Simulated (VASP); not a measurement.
Ga2O3 (kpbe), 10 atoms in the cell. The structure is trigonal, space group R-3c (No. 167). The conventional cell has a = 4.999 Å, b = 4.999 Å, c = 13.501 Å, α = 90.00°, β = 90.00°, γ = 120.00°. Ga (site symmetry 3) has 6 O at 1.93 to 2.08 Å within 2.6 Å. Within 2.6 Å of O (site symmetry 2) lie 4 Ga at 1.93 to 2.08 Å. 

| Quantity | Value |
| --- | --- |
| Program | VASP 6.6.1 |
| Task | single point |
| Functional | PBE |
| Potentials or basis | VASP PAW PBE potentials, release 64 (Ga_d, O) |
| Cutoff | 520 eV |
| k mesh | 6 × 6 × 6 |
| Occupations | gaussian, width 0.1 eV |
| Spin | no spin polarisation |
| Dipole correction | no |
| Further INCAR settings | ALGO = Normal; EDIFF = 1e-06; NBANDS = 55 |

Potentials or basis: VASP PAW PBE potentials, release 64 (Ga_d, O).

Run with:

```sh
$ cat potpaw_PBE.64/Ga_d/POTCAR potpaw_PBE.64/O/POTCAR > POTCAR
$ mpirun -np 1 vasp_std > vasp.out
```

Hardware: 1 thread of Intel(R) Xeon(R) Platinum 8559C (Emerald Rapids) (shared host).

How long does it take, and how much memory?

Run time: 110 s on 1 thread of Intel(R) Xeon(R) Platinum 8559C (Emerald Rapids), on a shared host, peak memory 0.3 GiB. Counts: scf iterations 14, k points 32.
